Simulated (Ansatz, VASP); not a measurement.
**Rh in VASP and in Ansatz**

```
CELL_PARAMETERS angstrom
3.49578 0.00000 0.00000
-1.74789 3.02744 0.00000
0.00000 0.00000 3.97279
ATOMIC_POSITIONS crystal
Rh 0.21700 0.00000 0.16667
Rh 0.00000 0.21700 0.83333
Rh 0.78300 0.78300 0.50000
```

Alike in both runs: task single point; functional PBE; k mesh 6 × 6 × 4; occupations gaussian, width 0.1 eV; no spin polarisation.

```csv
,VASP,Ansatz
version,VASP 6.6.1,Ansatz 0.2.0
potentials or method,"VASP PAW PBE potentials, release 64 (Rh_pv), cutoff 520 eV","scalar-relativistic, plane waves, PAW"
valence electrons in the cell,45,51
```

VASP gave:

```
gap on the k mesh at the Fermi level (eV) : none
rms of the force components (eV/Å)        : 14.832
```

**Question.** What did Ansatz give for the same quantities?

**Answer.** gap on the k mesh at the Fermi level (eV): none; rms of the force components (eV/Å): 14.605.

Atom by atom the forces differ by 0.227 eV/Å (rms over components). A gap of «none» marks a metal or a gap that the smearing closes. VASP's potentials hold 45 valence electrons a cell and Ansatz's 51, so a difference there can come from the potentials and not from the codes.

The k mesh is coarse, so the values compare programs but aren't converged.
